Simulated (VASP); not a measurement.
# MgO in VASP: further runs, part 2 of 2

VASP 6.6.1. Earlier steps stand in the parts before.

## (3) Single point, PBE

This run uses another cell than the first one: it holds 32 atoms, not 2.

File INCAR:

```
PREC = Accurate
ENCUT = 520
EDIFF = 1E-7
ISMEAR = 0
SIGMA = 0.02
LREAL = Auto
LASPH = T
NELM = 80
ALGO = Normal
ISIF = 2
LWAVE = F
LCHARG = F
GGA = PE
NBANDS = 86
```

File KPOINTS:

```
Automatic mesh
0
Gamma
  2 2 2
  0.5 0.5 0.5
```

File POSCAR:

```
MgO
1.0
    4.2535896649     -4.2535896649      4.2535896649
   -4.2535896649      4.2535896649      4.2535896649
   -4.2535896649     -4.2535896649     -4.2535896649
Mg O
16 16
Direct
    0.2498925718      0.7514328699     -0.0009918428
    0.4998543010      0.7515315638      0.7491325326
    0.7497652629      0.7514952033      0.4989900512
   -0.0003511640      0.0013268055      0.9986220485
    0.2499320936      0.0016503369      0.7490058134
   -0.0001220042      0.7518431095      0.2490271862
    0.7501067441      0.2515676069     -0.0009123138
    0.4998610249      0.0016051052      0.4991991025
    0.7497872674      0.0016912067      0.2491007845
    0.0000650328      0.2515653036      0.7488615558
    0.4999987139      0.5014262732     -0.0010408942
    0.2497818049      0.2516933794      0.4988368211
    0.7497986433      0.5013212169      0.7488578143
    0.4997042063      0.2513871648      0.2487951828
   -0.0002710720      0.5017050472      0.4989321447
    0.2498309829      0.5016029487      0.2489281569
    0.2498138849      0.0014813346      0.2489657786
    0.4998012734      0.0014797763     -0.0010972988
    0.7497975694      0.0014662824      0.7488880601
   -0.0003207951      0.2514958621      0.2489198724
    0.2497780248      0.2514962333     -0.0010758956
   -0.0001017233      0.0015822790      0.4989758108
    0.7497913604      0.5015164767      0.2489486860
    0.4998675880      0.2514768867      0.7489685153
    0.7498056997      0.2515293378      0.4989124324
   -0.0002207822      0.5014680067     -0.0011012263
    0.4998309758      0.7515486567      0.2489623527
    0.2497583074      0.5014623884      0.7489082681
    0.7497877113      0.7514871302     -0.0011297895
    0.4997613773      0.5014600979      0.4989299663
   -0.0002656675      0.7514974144      0.7488506116
    0.2497900146      0.7515073638      0.4989320271
```

Potentials or basis: VASP PAW PBE potentials, release 64 (Mg, O).

Command:

```sh
cat potpaw_PBE.64/Mg/POTCAR potpaw_PBE.64/O/POTCAR > POTCAR
mpirun -np 1 vasp_std > vasp.out
```

OUTCAR:

```text
PREC = Accurate
   ENCUT = 520
   EDIFF = 1E-7
   ISMEAR = 0
   LREAL = Auto
   LASPH = T
   NELM = 80
   ISIF = 2
   GGA = PE

 ion  position               nearest neighbor table
   1  0.250  0.751  0.999-  27 2.13  28 2.13  26 2.13  18 2.13  17 2.13  31 2.13  16 3.01   2 3.01
                            10 3.01   9 3.01  14 3.01   6 3.01  15 3.01  13 3.01  11 3.01   4 3.01
   2  0.500  0.752  0.749-  29 2.13  18 2.13  28 2.13  19 2.13  30 2.13  32 2.13   4 3.01   1 3.01
                            12 3.01  11 3.01   9 3.01   8 3.01   7 3.01   5 3.01   3 3.01  15 3.01
   3  0.750  0.751  0.499-  31 2.13  19 2.13  30 2.13  27 2.13  23 2.13  22 2.13   4 3.01  15 3.01
                            16 3.01   8 3.01  11 3.01  13 3.01   2 3.01  10 3.01   6 3.01   9 3.01
   4  1.000  0.001  0.999-  31 2.13  19 2.13  29 2.13  21 2.13  17 2.13  20 2.13   3 3.01   7 3.01
                             2 3.01   6 3.01   5 3.01  10 3.01  13 3.01  14 3.01   1 3.01  12 3.01
   5  0.250  0.002  0.749-  24 2.13  21 2.13  18 2.13  22 2.13  32 2.13  31 2.13   8 3.01  11 3.01
                            10 3.01  14 3.01   4 3.01  15 3.01   6 3.01   2 3.01   3 3.01   7 3.01
   6  1.000  0.752  0.249-  17 2.13  22 2.13  29 2.13  32 2.13  23 2.13  26 2.13  12 3.01  11 3.01
                             4 3.01   9 3.01   5 3.01   8 3.01   1 3.01  15 3.01   3 3.01  13 3.01
   7  0.750  0.252  0.999-  20 2.12  26 2.13  19 2.13  23 2.13  18 2.13  24 2.13  16 3.01   4 3.01
                            15 3.01   8 3.01   9 3.01  11 3.01  13 3.01   2 3.01  14 3.01   5 3.01
   8  0.500  0.002  0.499-  24 2.13  19 2.13  32 2.13  25 2.13  17 2.13  27 2.13  13 3.01   5 3.01
                             7 3.01   6 3.01  16 3.01   2 3.01   3 3.01   9 3.01  12 3.01  14 3.01
   9  0.750  0.002  0.249-  25 2.13  20 2.13  27 2.13  18 2.13  22 2.13  29 2.13  10 3.01  14 3.01
[... 17 lines left out ...]
  19  0.750  0.001  0.749-   4 2.13   8 2.13   3 2.13   7 2.13   2 2.13  10 2.13
  20  1.000  0.251  0.249-   7 2.12  12 2.13   9 2.13  15 2.13  16 2.13   4 2.13
  21  0.250  0.251  0.999-  10 2.13  14 2.13   5 2.13   4 2.13  16 2.13  11 2.13
  22  1.000  0.002  0.499-   6 2.13  10 2.13   5 2.13   9 2.13  12 2.13   3 2.13
[... 8 lines left out ...]
  31  1.000  0.751  0.749-   4 2.13  15 2.13   3 2.13  13 2.13   5 2.13   1 2.13
  32  0.250  0.752  0.499-  15 2.13   8 2.13  16 2.13   5 2.13   6 2.13   2 2.13

  LATTYP: Found a body centered cubic cell.
 ALAT       =     8.5071793298

[... 202 lines left out ...]
 non-spin polarized calculation
 Gauss-broadening in eV      SIGMA  =   0.02
  energy-cutoff  :      520.00
  volume of cell :      307.84
 maximum number of plane-waves:      8280
 NGX is ok and might be reduce to    54

 number of electron     128.0000025 magnetization

 Free energy of the ion-electron system (eV)
  ---------------------------------------------------
  ext. energy  EPLUGINS =         0.00000000
  ---------------------------------------------------
  free energy    TOTEN  =      -190.60059494 eV

  energy without entropy =     -190.60059494  energy(sigma->0) =     -190.60059494

 E-fermi :   2.8806     XC(G=0): -10.9402

 val. band max:        2.7449500131   @ k =   0.2500   0.2500  -0.2500
 cond. band min:       8.6270255454   @ k =  -0.2500   0.2500   0.2500
 fundamental gap:      5.8820755324
 Fermi energy:         2.8805532439

 k-point     1 :       0.2500    0.2500    0.2500
  band No.  band energies     occupation
      1     -13.5909      2.00000
      2     -13.5903      2.00000
      3     -13.5897      2.00000
      4     -13.5888      2.00000
      5     -12.8225      2.00000
      6     -12.8218      2.00000
[... 305 lines left out ...]
     75      12.5576      0.00000
     76      12.8832      0.00000
 [bands above 76 left out]

------------------------ aborting loop because EDIFF is reached ----------------------------------------

  FORCE on cell =-STRESS in cart. coord.  units (eV):
  Direction    XX          YY          ZZ          XY          YZ          ZX
  --------------------------------------------------------------------------------------
  -------------------------------------------------------------------------------------
  Total       -1.4006821     -1.3461271     -1.3650537     -0.0042085      0.0259654     -0.0062361
  in kB       -7.2899308     -7.0059962     -7.1045005     -0.0219032      0.1351385     -0.0324559
  external PRESSURE =      -7.1334758 kB  Pullay stress =       0.0000000 kB

 VOLUME and BASIS-vectors are now :
 -----------------------------------------------------------------------------
  energy-cutoff  :      520.00
  volume of cell :      307.84
      direct lattice vectors                 reciprocal lattice vectors
     4.253589665 -4.253589665  4.253589665     0.000000000 -0.117547775  0.117547775
    -4.253589665  4.253589665  4.253589665    -0.117547775  0.000000000  0.117547775
    -4.253589665 -4.253589665 -4.253589665    -0.117547775 -0.117547775  0.000000000

 POSITION                                       TOTAL-FORCE (eV/Angst)
 -----------------------------------------------------------------------------------
     -6.38272     -2.11602      0.00986        -0.003957      0.007414      0.001113
     -4.25703     -2.11597      2.13638         0.006551      0.008645      0.002900
     -2.12986     -2.11514      4.26325         0.003177      0.005471      0.002964
     -0.00128     -8.49418      0.01001        -0.010450     -0.009032      0.000270
     -2.12987     -4.24205     -2.11583         0.006496      0.001498     -0.003974
     -0.00422     -2.11430      6.39184         0.011205     -0.003343     -0.006240
[... 24 lines left out ...]
     -2.12941     -4.24120      4.26372        -0.000638     -0.006813     -0.000132
     -4.25635      0.01185      2.13686        -0.003149     -0.002417      0.000106
 -----------------------------------------------------------------------------------
    total drift:                                0.007012     -0.051159     -0.059326

  FREE ENERGIE OF THE ION-ELECTRON SYSTEM (eV)
  ---------------------------------------------------
  free  energy   TOTEN  =      -190.6005949440 eV

  energy  without entropy=     -190.6005949440  energy(sigma->0) =     -190.60059494
```

OSZICAR:

```text
N       E                     dE             d eps       ncg     rms          rms(c)
DAV:   1     0.684977871903E+03    0.68498E+03   -0.63382E+04   712   0.136E+03
DAV:   2    -0.162391230162E+03   -0.84737E+03   -0.82598E+03   868   0.290E+02
DAV:   3    -0.215004052953E+03   -0.52613E+02   -0.52346E+02   832   0.757E+01
DAV:   4    -0.215497650391E+03   -0.49360E+00   -0.49272E+00   824   0.798E+00
DAV:   5    -0.215503365171E+03   -0.57148E-02   -0.57130E-02   802   0.809E-01    0.288E+01
DAV:   6    -0.190701977708E+03    0.24801E+02   -0.11357E+02   802   0.334E+01    0.902E+00
DAV:   7    -0.190692827854E+03    0.91499E-02   -0.29135E+00   756   0.526E+00    0.558E+00
DAV:   8    -0.190623160435E+03    0.69667E-01   -0.60724E-01   744   0.412E+00    0.117E+00
DAV:   9    -0.190598656972E+03    0.24503E-01   -0.87064E-02   818   0.103E+00    0.309E-01
DAV:  10    -0.190600764739E+03   -0.21078E-02   -0.11781E-02   792   0.379E-01    0.120E-01
DAV:  11    -0.190600802563E+03   -0.37824E-04   -0.17665E-04   848   0.635E-02    0.116E-01
DAV:  12    -0.190600632072E+03    0.17049E-03   -0.79439E-04   888   0.135E-01    0.541E-02
DAV:  13    -0.190600598037E+03    0.34035E-04   -0.14129E-04   792   0.549E-02    0.205E-02
DAV:  14    -0.190600595212E+03    0.28252E-05   -0.52238E-05   816   0.254E-02    0.347E-03
DAV:  15    -0.190600595672E+03   -0.45988E-06   -0.32063E-06   840   0.807E-03    0.506E-03
DAV:  16    -0.190600594891E+03    0.78035E-06   -0.14320E-06   872   0.632E-03    0.238E-03
DAV:  17    -0.190600594944E+03   -0.52699E-07   -0.30934E-07   560   0.209E-03
   1 F= -.19060059E+03 E0= -.19060059E+03  d E =-.183251E-21
```

It took 7.7 min on 1 thread of AMD EPYC 7R13, shared host; peak memory 0.41 GiB.

What came out:

```yaml
Free_energy: -190.6006 eV
Pressure: -0.7 GPa
Largest_force: 0.014 eV/Å
Band_gap_on_the_k_mesh: 5.88 eV
```

Forces on the atoms (eV/Å):
```
Mg  -0.004  0.007  0.001
Mg   0.007  0.009  0.003
Mg   0.003  0.005  0.003
Mg  -0.010 -0.009  0.000
Mg   0.006  0.001 -0.004
Mg   0.011 -0.003 -0.006
Mg  -0.002  0.010 -0.002
Mg   0.010  0.007  0.004
Mg   0.011  0.000  0.000
Mg  -0.009  0.006 -0.010
Mg  -0.008  0.007  0.002
Mg   0.006 -0.005 -0.004
Mg  -0.006  0.003  0.004
Mg  -0.006 -0.003  0.000
Mg   0.006 -0.004  0.000
Mg   0.000 -0.001 -0.003
O    0.000  0.004  0.003
O   -0.003 -0.001 -0.002
O   -0.002 -0.003  0.001
O    0.004 -0.004  0.006
O    0.002 -0.003  0.001
O   -0.002  0.002 -0.002
O    0.000  0.001  0.002
O   -0.004  0.000  0.000
O   -0.001 -0.002 -0.002
O   -0.001 -0.003  0.003
O    0.002 -0.003 -0.001
O   -0.001 -0.004  0.004
O   -0.004 -0.004 -0.002
O    0.000  0.000  0.000
O   -0.001 -0.007  0.000
O   -0.003 -0.002  0.000
```

Caveat: a shifted mesh leaves out Γ, where band edges can lie. A k mesh can miss the band edges.
